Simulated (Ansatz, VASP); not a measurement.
# One calculation of Ti, two programs

```
CELL_PARAMETERS angstrom
2.88978 0.00000 0.00000
-1.44489 2.50262 0.00000
0.00000 0.00000 4.58446
ATOMIC_POSITIONS crystal
Ti 0.66667 0.33333 0.75000
Ti 0.33333 0.66667 0.25000
```

Alike in both runs: task single point; functional PBEsol; dispersion D3(BJ); k mesh 10 × 10 × 6; occupations fermi-dirac, width 0.05 eV; no spin polarisation.

|  | VASP | Ansatz |
| --- | --- | --- |
| version | VASP 6.6.1 | Ansatz 0.2.0 |
| potentials or method | VASP PAW PBE potentials, release 64 (Ti_sv) | Ansatz PAW |
| plane-wave cutoff (eV) | 520 | 420 |
| valence electrons in the cell | 24 | 24 |

|  | VASP | Ansatz | Ansatz less VASP |
| --- | --- | --- | --- |
| gap on the k mesh at the Fermi level (eV) | none | none | - |
| pressure (GPa) | -5.5 | -5.1 | +0.47 |
| traceless stress, the component that is largest in VASP (GPa) | -0.40 | -0.40 | +0.002 |

VASP's potentials were made for PBE, not for PBEsol. A gap of «none» marks a metal or a gap that the smearing closes.
